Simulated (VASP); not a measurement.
**PtS2: single point with PBE**

PtS2:

```xyz
3
Lattice="3.6574 0.0000 0.0000 -1.8287 3.0767 0.0000 0.0000 0.0000 5.1228" Properties=species:S:1:pos:R:3 pbc="T T T"
Pt    0.0000    0.0000    0.0000
S     0.0000    2.0662    1.2013
S     1.8287    1.0105    3.9215
```

This cell differs from its parent crystal: uniaxial x strain +3.0%.

```yaml
Program: VASP 6.6.1
Task: single point
Functional: PBE
Potentials_or_basis: VASP PAW PBE potentials, release 64 (Pt, S)
Cutoff: 520 eV
k_mesh: 12 × 12 × 6
Occupations: fermi-dirac, width 0.02 eV
Spin: no spin polarisation
```

| Property | Result |
| --- | --- |
| Pressure | 0.4 GPa |
| Largest force | 0.009 eV/Å |
| Band gap on the k mesh | 0.59 eV, indirect (least direct gap 0.94 eV) |

Forces on the atoms (eV/Å):
```
Pt   0.000  0.000  0.000
S    0.000  0.009  0.003
S    0.000 -0.009 -0.003
```

Stress tensor (GPa, compression positive):
```
-2.14  0.00  0.00
 0.00  1.81  0.35
 0.00  0.35  1.55
```

Levels at points of the mesh, in eV from the valence-band top:
| k point | band 8 | band 9 | band 10 | band 11 | band 12 | band 13 | band 14 | band 15 |
| --- | --- | --- | --- | --- | --- | --- | --- | --- |
| (0.00, 0.00, 0.00) | -1.92 | -1.26 | -1.07 | -0.11 | 2.02 | 2.02 | 4.68 | 5.13 |
| (0.50, 0.00, 0.00) | -3.14 | -3.07 | -2.97 | -2.44 | 1.40 | 2.44 | 5.31 | 6.51 |
| (0.00, 0.50, 0.00) | -3.09 | -3.00 | -2.92 | -2.42 | 1.47 | 2.41 | 5.10 | 6.25 |
| (0.00, 0.00, 0.50) | -2.50 | -1.45 | -1.29 | -1.17 | 2.48 | 2.49 | 5.45 | 6.75 |
| (0.50, 0.00, 0.50) | -3.05 | -2.78 | -2.74 | -1.45 | 1.69 | 1.94 | 5.08 | 5.56 |
| (0.00, 0.50, 0.50) | -3.08 | -3.00 | -2.62 | -1.39 | 1.65 | 2.05 | 4.86 | 5.39 |

Wall time 2.5 min on 1 thread of Intel Xeon 6975P-C, with other jobs on the host, peak memory 0.36 GiB.

Caveat: the cell differs from its parent crystal (uniaxial x strain +3.0%); spin-orbit coupling is left out, which moves the levels of the heavy elements. A k mesh can miss the band edges.
